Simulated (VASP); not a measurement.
Wanted: the native input for a VASP 6.6.1 run.

```yaml
Task: single point
Functional: PBE
Potentials_or_basis: VASP PAW PBE potentials, release 64 (Na_pv, I)
Cutoff: 520 eV
k_mesh: 4 × 4 × 4
Occupations: gaussian, width 0.01 eV
Spin: no spin polarisation
Dipole_correction: no
Further_INCAR_settings: ALGO = Normal; EDIFF = 1e-06; NBANDS = 14
```

The structure of NaI lies in POSCAR:

```
NaI
1.0
    0.0000000000      3.2842090014      3.2842090014
    3.2842090014      0.0000000000      3.2842090014
    3.2842090014      3.2842090014      0.0000000000
Na I
1 1
Direct
    0.0000000000      0.0000000000      0.0000000000
    0.5000000000      0.5000000000      0.5000000000
```

This cell differs from its parent crystal: strain +1.7%.

These files were run (other wordings do the same):

INCAR

```
  ALGO = Normal
  EDIFF = 1E-6
  ENCUT = 520
  GGA = PE
  ISIF = 2
  ISMEAR = 0
  LASPH = T
  LCHARG = F
  LREAL = F
  LWAVE = F
  NBANDS = 14
  NELM = 60
  PREC = Accurate
  SIGMA = 0.01
```

KPOINTS

```
k-points
0
Gamma
  4 4 4
```

Potentials or basis: VASP PAW PBE potentials, release 64 (Na_pv, I).

The run is started by

```console
$ cat potpaw_PBE.64/Na_pv/POTCAR potpaw_PBE.64/I/POTCAR > POTCAR
$ mpirun -np 1 vasp_std > vasp.out
```

Results of the run:

The pressure is -0.2 GPa. The band gap on the k mesh is 3.53 eV.

Caveat: the cell differs from its parent crystal (strain +1.7%); spin-orbit coupling is left out, which moves the levels of the heavy elements.

Wall time 9.7 s on 1 thread of AMD EPYC 7R13 Processor (Zen 3) (shared host), peak memory 0.17 GiB.
